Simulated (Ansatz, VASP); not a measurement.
**Two plane-wave programs on BN**

File INCAR:

```
  PREC = Accurate
  ENCUT = 520
  EDIFF = 1E-7
  ISMEAR = 0
  SIGMA = 0.05
  LREAL = F
  LASPH = T
  NELM = 80
  ALGO = Normal
  ISIF = 2
  LWAVE = F
  LCHARG = F
  GGA = PE
  NBANDS = 16
```

Contents of KPOINTS:

```
regular mesh
0
Gamma
  6 6 6
```

The input POSCAR:

```
BN
1.0
    0.0000000000     -1.8123937734     -1.8123937734
   -1.8123937734      0.0000000000     -1.8123937734
    1.8123937734      1.8123937734     -3.6247875468
B N
2 2
Direct
    0.0114229945      0.0097214760      0.0000000000
    0.4885770055      0.4902785240      0.5000000000
    0.3866898964      0.3849486214      0.8750000000
    0.8633101036      0.8650513786      0.3750000000
```

Input for Ansatz:

```yaml
crystal:
  lattice:
    - [0.0, -1.8123937734, -1.8123937734]
    - [-1.8123937734, 0.0, -1.8123937734]
    - [1.8123937734, 1.8123937734, -3.6247875468]
  atoms:
    - { symbol: B, position: [0.0114229945, 0.009721476, 0.0] }
    - { symbol: B, position: [0.4885770055, 0.490278524, 0.5] }
    - { symbol: "N", position: [0.3866898964, 0.3849486214, 0.875] }
    - { symbol: "N", position: [0.8633101036, 0.8650513786, 0.375] }
basis:
  ecutwfc: 520.0
kpoints:
  mp_grid: { grid: [6, 6, 6] }
hamiltonian:
  xc: pbe
scf:
  occupations: { method: gaussian, width: 0.05 }
output:
  forces: true
  stress: true
  eigenvalues: true
```

Change from the starting cell: mode 4 frozen in at -0.034 Å and mode 5 at -0.034 Å (largest displacements).

Alike in both runs: task single point; functional PBE; k mesh 6 × 6 × 6; occupations gaussian, width 0.05 eV; no spin polarisation.

|  | VASP | Ansatz |
| --- | --- | --- |
| version | VASP 6.6.1 | Ansatz 0.2.0 |
| potentials or method | VASP PAW PBE potentials, release 64 (B, N), cutoff 520 eV | scalar-relativistic, plane waves, PAW |
| valence electrons in the cell | 16 | 16 |

```tsv
	VASP	Ansatz	Ansatz less VASP
gap on the k mesh at the Fermi level (eV)	4.41	4.42	+0.011
least direct gap on the mesh (eV)	6.34	6.35	+0.013
pressure (GPa)	0.1	-0.1	-0.21
traceless stress, the component that is largest in VASP (GPa)	-0.53	-0.53	0.000
rms of the force components (eV/Å)	0.295	0.295	+0.0002
```

Atom by atom the forces differ by 0.000 eV/Å (rms over components). With one functional, cell and mesh, what is left measures potentials, basis and numerics.

The k mesh is coarse, so the values compare programs but aren't converged.
